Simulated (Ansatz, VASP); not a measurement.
**One calculation of HRh8, two programs**

```
Rh H
1.0
     5.36502    0.00000    0.00000
     0.00000    3.79364    0.00000
     0.00000    0.00000   21.24008
Rh H
8 1
Direct
  0.25000 0.50000 0.18832
  0.75000 0.50000 0.18832
  0.00000 0.00000 0.25147
  0.50000 0.00000 0.25147
  0.25000 0.50000 0.31535
  0.75000 0.50000 0.31535
  0.00000 0.00000 0.37383
  0.50000 0.00000 0.37383
  0.25000 0.25000 0.49153
```

Alike in both runs: task single point; functional PBE; dispersion D3(BJ); k mesh 5 × 7 × 1; occupations gaussian, width 0.1 eV; no spin polarisation.

|  | VASP | Ansatz |
| --- | --- | --- |
| version | VASP 6.6.1 | Ansatz 0.2.0 |
| potentials or method | VASP PAW PBE potentials, release 64 (Rh_pv, H), cutoff 520 eV | scalar-relativistic, plane waves, PAW |
| valence electrons in the cell | 121 | 137 |

|  | VASP | Ansatz | Ansatz less VASP |
| --- | --- | --- | --- |
| gap on the k mesh at the Fermi level (eV) | none | none | - |
| rms of the force components (eV/Å) | 0.432 | 0.431 | -0.0011 |

Atom by atom the forces differ by 0.002 eV/Å (rms over components). A gap of «none» marks a metal or a gap that the smearing closes. VASP's potentials hold 121 valence electrons a cell and Ansatz's 137, so a difference there can come from the potentials and not from the codes.
